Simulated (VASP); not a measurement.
Here is a VASP 6.6.1 calculation.

File INCAR:

```
SYSTEM = Al
PREC = Accurate
ENCUT = 520
EDIFF = 1E-6
ISMEAR = 0
SIGMA = 0.15
LREAL = .FALSE.
LASPH = .TRUE.
NELM = 80
ALGO = Fast
ISIF = 2
LWAVE = .FALSE.
LCHARG = .TRUE.
GGA = PE
IVDW = 12
LELF = .TRUE.
LVHAR = .TRUE.
ISYM = 0
NBANDS = 22
```

File KPOINTS:

```
regular mesh
0
G
  16 16 2
  0 0 0
```

Contents of POSCAR:

```
Al
1.0
   -2.8144222649      0.0000000000      0.0000000000
   -1.4072111325     -2.4373611784      0.0000000000
   -1.4072111325     -0.8124537261     18.4820941423
Al
8
Direct
    0.9791666667      0.9791666667      0.0625000000
    0.8125000000      0.8125000000      0.5625000000
    0.1041666667      0.1041666667      0.6875000000
    0.2708333333      0.2708333333      0.1875000000
   -0.2708333333     -0.2708333333      0.8125000000
   -0.1041666667     -0.1041666667      0.3125000000
    0.3541666667      0.3541666667      0.9375000000
    0.5208333333      0.5208333333      0.4375000000
```

Potentials or basis: VASP PAW PBE potentials, release 64 (Al).

Command:

```sh
$ cat potpaw_PBE.64/Al/POTCAR > POTCAR
$ mpirun -np 1 vasp_std > vasp.out
```

Task: Predict the largest force.

Result: 0.071 eV/Å.

Task: Predict the dispersion energy per atom.

Result: -0.351 eV.

Task: Estimate the pressure.

Result: 0.1 GPa.

Forces on the atoms (eV/Å):
```
Al   0.003  0.002 -0.039
Al   0.000  0.000 -0.004
Al  -0.002 -0.001 -0.017
Al  -0.001 -0.001  0.057
Al   0.000  0.000  0.071
Al  -0.001  0.000  0.005
Al   0.000  0.000 -0.065
Al   0.001  0.000 -0.007
```

Caveat: pairwise dispersion overbinds metals, which lowers pressure and volume.
